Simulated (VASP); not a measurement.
# NaF (P4/mmm) in VASP: single point with r2SCAN

Aim: the single point of NaF with r2SCAN.

All numbers are computed with VASP 6.6.1; they aren't measurements. Logs are shortened: lines on timing, memory, paths and dates and some standing lists are left out, and cuts for length are marked.

## (1) The cell of the first run

Symmetry: P4/mmm, No. 123, tetragonal system. Conventional cell: a = 2.793 Å, b = 2.793 Å, c = 2.648 Å, α = 90.00°, β = 90.00°, γ = 90.00°. Within 3.1 Å of Na (site symmetry 4/mmm) lie 8 F at 2.38 Å and 6 Na at 2.65 to 2.79 Å. Within 3.1 Å of F (site symmetry 4/mmm) lie 8 Na at 2.38 Å and 6 F at 2.65 to 2.79 Å.

## (2) Single point, r2SCAN (uniaxial x strain -5.2%)

File POSCAR:

```
NaF
1.0
    2.6479446205      0.0000000000      0.0000000000
    0.0000000000      2.7934851994      0.0000000000
    0.0000000000      0.0000000000      2.7934851994
Na F
1 1
Direct
    0.0000000000      0.0000000000      0.0000000000
    0.5000000000      0.5000000000      0.5000000000
```

File INCAR.step1:

```
ALGO     = Normal         # electronic algorithm
EDIFF    = 1E-5           # SCF threshold, eV
ENCUT    = 1250           # plane-wave cutoff, eV
GGA      = PE             # functional
GGA_COMPAT= F            
ISMEAR   = 0              # smearing method
LASPH    = T              # aspherical terms in the spheres
LCHARG   = F              # write CHGCAR
LREAL    = F              # projectors in reciprocal space
LWAVE    = T              # write WAVECAR
NBANDS   = 15             # bands
NELM     = 120            # most SCF steps
PREC     = Accurate       # precision mode
SIGMA    = 0.01           # smearing width, eV
```

File INCAR.step2:

```
ALGO     = Normal         # electronic algorithm
EDIFF    = 1E-6           # SCF threshold, eV
ENCUT    = 1250           # plane-wave cutoff, eV
GGA_COMPAT= F            
ISIF     = 2              # what is computed and relaxed
ISMEAR   = 0              # smearing method
ISTART   = 1            
LASPH    = T              # aspherical terms in the spheres
LCHARG   = F              # write CHGCAR
LMIXTAU  = T            
LREAL    = F              # projectors in reciprocal space
LWAVE    = F              # write WAVECAR
METAGGA  = R2SCAN         # meta-GGA
NBANDS   = 15             # bands
NELM     = 120            # most SCF steps
PREC     = Accurate       # precision mode
SIGMA    = 0.01           # smearing width, eV
```

File KPOINTS:

```
k-points
0
Gamma
  10 10 10
```

Potentials or basis: VASP PAW PBE potentials, release 64 (Na_sv, F).

The run is started by

```sh
cat potpaw_PBE.64/Na_sv/POTCAR potpaw_PBE.64/F/POTCAR > POTCAR
cp INCAR.step1 INCAR
mpirun -np 1 vasp_std > vasp.out
cp INCAR.step2 INCAR
mpirun -np 1 vasp_std > vasp.out
```

OUTCAR:

```text
EDIFF = 1E-6
   ENCUT = 1250
   ISIF = 2
   ISMEAR = 0
   ISTART = 1
   LASPH = T
   LREAL = F
   METAGGA = R2SCAN
   NELM = 120
   PREC = Accurate

 ion  position               nearest neighbor table
   1  0.000  0.000  0.000-
   2  0.500  0.500  0.500-

  LATTYP: Found a simple tetragonal cell.
 ALAT       =     2.7934851994
 C/A-ratio  =     0.9479000000

  Lattice vectors:

 A1 = (   0.0000000000,   2.7934851994,   0.0000000000)
 A2 = (   0.0000000000,   0.0000000000,   2.7934851994)
 A3 = (   2.6479446205,   0.0000000000,   0.0000000000)

Analysis of symmetry for initial positions (statically):
=====================================================================
 Subroutine PRICEL returns:
 Original cell was already a primitive cell.

 Routine SETGRP: Setting up the symmetry group for a
 simple tetragonal supercell.

 Subroutine GETGRP returns: Found 16 space group operations
 (whereof 16 operations were pure point group operations)
 out of a pool of 16 trial point group operations.

The static configuration has the point symmetry D_4h.

Analysis of symmetry for dynamics (positions and initial velocities):
=====================================================================
 Subroutine PRICEL returns:
 Original cell was already a primitive cell.

 Routine SETGRP: Setting up the symmetry group for a
 simple tetragonal supercell.

 Subroutine GETGRP returns: Found 16 space group operations
 (whereof 16 operations were pure point group operations)
 out of a pool of 16 trial point group operations.

The dynamic configuration has the point symmetry D_4h.

 Subroutine INISYM returns: Found 16 space group operations
 (whereof 16 operations are pure point group operations),
 and found     1 'primitive' translations

----------------------------------------------------------------------------------------

                                     Primitive cell

  volume of cell :      20.6634

  direct lattice vectors                    reciprocal lattice vectors
     2.647944621  0.000000000  0.000000000     0.377651403  0.000000000  0.000000000
     0.000000000  2.793485199  0.000000000     0.000000000  0.357975765  0.000000000
     0.000000000  0.000000000  2.793485199     0.000000000  0.000000000  0.357975765

  length of vectors
     2.647944621  2.793485199  2.793485199     0.377651403  0.357975765  0.357975765

  position of ions in fractional coordinates (direct lattice)
     0.000000000  0.000000000  0.000000000
     0.500000000  0.500000000  0.500000000

  ion indices of the primitive-cell ions
   primitive index   ion index
                 1           1
                 2           2

----------------------------------------------------------------------------------------

 KPOINTS: k-points

Automatic generation of k-mesh.
 Grid dimensions read from file:
 generate k-points for:   10   10   10

 Generating k-lattice:

  Cartesian coordinates                     Fractional coordinates (reciprocal lattice)
     0.037765140  0.000000000  0.000000000     0.100000000  0.000000000  0.000000000
     0.000000000  0.035797576  0.000000000     0.000000000  0.100000000  0.000000000
     0.000000000  0.000000000  0.035797576     0.000000000  0.000000000  0.100000000

  Length of vectors
     0.037765140  0.035797576  0.035797576

  Shift w.r.t. Gamma in fractional coordinates (k-lattice)
     0.000000000  0.000000000  0.000000000

 Subroutine IBZKPT returns following result:
 ===========================================

 Found    126 irreducible k-points:

 Following reciprocal coordinates:
            Coordinates               Weight
  0.000000  0.000000  0.000000      1.000000
  0.100000  0.000000  0.000000      2.000000
  0.200000  0.000000  0.000000      2.000000
  0.300000  0.000000  0.000000      2.000000
  0.400000  0.000000  0.000000      2.000000
  0.500000  0.000000  0.000000      1.000000
[... 16 lines left out ...]
  0.400000  0.300000  0.000000      8.000000
  0.500000  0.300000  0.000000      4.000000
 [... further k-points ...]
   k-points           NKPTS =    126   k-points in BZ     NKDIM =    126   number of bands    NBANDS=     15
   number of dos      NEDOS =    301   number of ions     NIONS =      2
   total plane-waves  NPLWV =  32768
   dimension x,y,z NGX =    32 NGY =   32 NGZ =   32
   dimension x,y,z NGXF=    64 NGYF=   64 NGZF=   64
   ions per type =               1   1
   NGX,Y,Z   is equivalent  to a cutoff of  20.09, 19.04, 19.04 a.u.
   NGXF,Y,Z  is equivalent  to a cutoff of  40.18, 38.09, 38.09 a.u.
 SYSTEM =  unknown system
   PREC   = accura    normal or accurate (medium, high low for compatibility)
   ISTART =      1    job   : 0-new  1-cont  2-samecut
   ICHARG =      0    charge: 1-file 2-atom 10-const
   ISPIN  =      1    spin polarized calculation?
   LNONCOLLINEAR =      F non collinear calculations
   LSORBIT =      F    spin-orbit coupling
   LASPH  =      T    aspherical Exc in radial PAW
   ENCUT  = 1250.0 eV  91.87 Ry    9.59 a.u.   7.63  8.05  8.05*2*pi/ulx,y,z
   NELM   =    120;   NELMIN=  2; NELMDL=  0     # of ELM steps
   EDIFF  = 0.1E-05   stopping-criterion for ELM
   LREAL  =      F    real-space projection
   EDIFFG = 0.1E-04   stopping-criterion for IOM
   NSW    =      0    number of steps for IOM
   IBRION =     -1    ionic relax: 0-MD 1-quasi-New 2-CG
   NFREE  =      0    steps in history (QN), initial steepest desc. (CG)
   ISIF   =      2    stress and relaxation
   ISYM   =      2    0-nonsym 1-usesym 2-fastsym
   POTIM  = 0.5000    time-step for ionic-motion
   TEBEG  =    0.0;   TEEND  =   0.0 temperature during run
   PSTRESS=    0.0 pullay stress
   NELECT =      16.0000    total number of electrons
   NUPDOWN=      -1.0000    fix difference up-down
   EMIN   =  10.00;   EMAX   =-10.00  energy-range for DOS
   EFERMI =   0.00;   METHOD = LEGACY
   ISMEAR =     0;   SIGMA  =   0.01  broadening in eV -4-tet -1-fermi 0-gaus
   EFERMI_NEDOS =   21; number of points for ismear=-14 and -15
   IALGO  =     38    algorithm
   IMIX   =      4    mixing-type and parameters
     AMIX     =   0.40;   BMIX     =  1.00
     AMIX_MAG =   1.60;   BMIX_MAG =  1.00
  volume/ion in A,a.u.               =      10.33        69.72
  Fermi-wavevector in a.u.,A,eV,Ry     =   1.503307  2.840838 30.748231  2.259931
  Thomas-Fermi vector in A             =   2.614434
   LORBIT       =      0    0 simple, 1 ext, 2 COOP (PROOUT), +10 PAW based schemes
   METAGGA = R2SCAN    functional components
   LHFCALC =     F    Hartree Fock is set to
   AEXX    =    0.0000 exact exchange contribution
   IVDW    =     0    specifies the selected vdW correction
   LEPSILON=     F    determine dielectric tensor
   LRPA    =     F    only Hartree local field effects (RPA)
 non-spin polarized calculation
 Gauss-broadening in eV      SIGMA  =   0.01
  energy-cutoff  :     1250.00
  volume of cell :       20.66
 maximum number of plane-waves:      2104
 NGX is ok and might be reduce to    32
   NGX = 15   NGY = 17   NGZ = 17

 number of electron      16.0000006 magnetization

 Free energy of the ion-electron system (eV)
  ---------------------------------------------------
  ext. energy  EPLUGINS =         0.00000000
  ---------------------------------------------------
  free energy    TOTEN  =       -12.24771653 eV

  energy without entropy =      -12.24771653  energy(sigma->0) =      -12.24771653

 E-fermi :  -0.1183     XC(G=0): -10.6359

 val. band max:       -0.2226257581   @ k =   0.0000   0.5000   0.5000
 cond. band min:       6.9633158228   @ k =   0.0000   0.0000   0.0000
 fundamental gap:      7.1859415809
 Fermi energy:        -0.1182947868

 k-point     1 :       0.0000    0.0000    0.0000
  band No.  band energies     occupation
      1     -50.6958      2.00000
      2     -21.6087      2.00000
      3     -20.9899      2.00000
      4     -20.9899      2.00000
      5     -20.9595      2.00000
      6      -0.9355      2.00000
      7      -0.9355      2.00000
      8      -0.5165      2.00000
      9       6.9633      0.00000
     10      16.0728      0.00000
     11      17.2339      0.00000
     12      25.4173      0.00000
     13      25.4173      0.00000
     14      27.2567      0.00000
     15      32.1847      0.00000

 k-point     2 :       0.1000    0.0000    0.0000
  band No.  band energies     occupation
      1     -50.6916      2.00000
      2     -21.6758      2.00000
      3     -20.9854      2.00000
      4     -20.9854      2.00000
      5     -20.8875      2.00000
      6      -0.9173      2.00000
      7      -0.9173      2.00000
      8      -0.8437      2.00000
      9       7.3264      0.00000
     10      16.2892      0.00000
     11      17.1438      0.00000
     12      25.3750      0.00000
     13      25.3750      0.00000
     14      27.4805      0.00000
     15      32.4024      0.00000

 k-point     3 :       0.2000    0.0000    0.0000
  band No.  band energies     occupation
      1     -50.6805      2.00000
      2     -21.8216      2.00000
      3     -20.9735      2.00000
      4     -20.9735      2.00000
      5     -20.7262      2.00000
      6      -1.6105      2.00000
      7      -0.8692      2.00000
      8      -0.8692      2.00000
      9       8.2612      0.00000
     10      16.7138      0.00000
     11      16.9375      0.00000
     12      25.2600      0.00000
     13      25.2600      0.00000
     14      28.3771      0.00000
     15      30.0089      0.00000

 k-point     4 :       0.3000    0.0000    0.0000
  band No.  band energies     occupation
      1     -50.6667      2.00000
      2     -21.9735      2.00000
      3     -20.9587      2.00000
      4     -20.9587      2.00000
      5     -20.5497      2.00000
      6      -2.4380      2.00000
      7      -0.8089      2.00000
      8      -0.8089      2.00000
      9       9.5239      0.00000
     10      15.7777      0.00000
     11      18.0145      0.00000
     12      25.1052      0.00000
     13      25.1052      0.00000
     14      26.7753      0.00000
     15      28.7256      0.00000
[... 307 lines left out ...]
 k-point    22 :       0.3000    0.3000    0.0000
  band No.  band energies     occupation
      1     -50.6510      2.00000
      2     -21.7753      2.00000
      3     -21.1677      2.00000
      4     -20.9415      2.00000
      5     -20.5434      2.00000
      6      -2.2525      2.00000
      7      -1.9168      2.00000
      8      -0.6943      2.00000
      9      11.3272      0.00000
     10      15.9062      0.00000
     11      16.8311      0.00000
     12      21.8992      0.00000
     13      24.8840      0.00000
     14      26.4133      0.00000
     15      26.4504      0.00000

 k-point    23 :       0.4000    0.3000    0.0000
  band No.  band energies     occupation
      1     -50.6403      2.00000
      2     -21.7286      2.00000
      3     -21.1510      2.00000
      4     -20.9310      2.00000
      5     -20.6042      2.00000
      6      -2.6200      2.00000
      7      -1.9016      2.00000
      8      -0.6271      2.00000
      9      12.4182      0.00000
     10      14.9815      0.00000
     11      17.1749      0.00000
     12      20.3136      0.00000
     13      24.9043      0.00000
     14      25.6968      0.00000
     15      27.7784      0.00000

 k-point    24 :       0.5000    0.3000    0.0000
  band No.  band energies     occupation
      1     -50.6362      2.00000
      2     -21.7255      2.00000
      3     -21.1149      2.00000
      4     -20.9270      2.00000
      5     -20.6418      2.00000
      6      -2.8015      2.00000
      7      -1.8449      2.00000
      8      -0.6012      2.00000
      9      13.3998      0.00000
     10      13.9214      0.00000
     11      17.7099      0.00000
     12      19.4653      0.00000
     13      24.9111      0.00000
     14      25.4395      0.00000
     15      29.4142      0.00000

 [... further k-points ...]

------------------------ aborting loop because EDIFF is reached ----------------------------------------

  FORCE on cell =-STRESS in cart. coord.  units (eV):
  Direction    XX          YY          ZZ          XY          YZ          ZX
  --------------------------------------------------------------------------------------
  -------------------------------------------------------------------------------------
  Total        1.3457119      0.0526600      0.0526600      0.0000000      0.0000000      0.0000000
  in kB      104.3424488      4.0830995      4.0830995      0.0000000      0.0000000      0.0000000
  external PRESSURE =      37.5028826 kB  Pullay stress =       0.0000000 kB

 VOLUME and BASIS-vectors are now :
 -----------------------------------------------------------------------------
  energy-cutoff  :     1250.00
  volume of cell :       20.66
      direct lattice vectors                 reciprocal lattice vectors
     2.647944621  0.000000000  0.000000000     0.377651403  0.000000000  0.000000000
     0.000000000  2.793485199  0.000000000     0.000000000  0.357975765  0.000000000
     0.000000000  0.000000000  2.793485199     0.000000000  0.000000000  0.357975765

 POSITION                                       TOTAL-FORCE (eV/Angst)
 -----------------------------------------------------------------------------------
      0.00000      0.00000      0.00000         0.000000      0.000000      0.000000
      1.32397      1.39674      1.39674         0.000000      0.000000      0.000000
 -----------------------------------------------------------------------------------
    total drift:                                0.000000      0.000000     -0.000000

  FREE ENERGIE OF THE ION-ELECTRON SYSTEM (eV)
  ---------------------------------------------------
  free  energy   TOTEN  =       -12.2477165253 eV

  energy  without entropy=      -12.2477165253  energy(sigma->0) =      -12.24771653
```

It took 3.6 min on 1 thread of AMD EPYC 7R13 (Zen 3), shared host; peak memory 0.23 GiB.

Results:

- Free energy: -12.2477 eV
- Pressure: 3.8 GPa
- Band gap on the k mesh: 7.19 eV (least direct gap 7.48 eV)

Caveat: the cell differs from its parent crystal (uniaxial x strain -5.2%); the stress differs along the axes, from 0 to 10 GPa; the structure was generated, so it needn't be the stable form of NaF; the PAW data sets were made with another functional, which shifts forces and pressure a little.
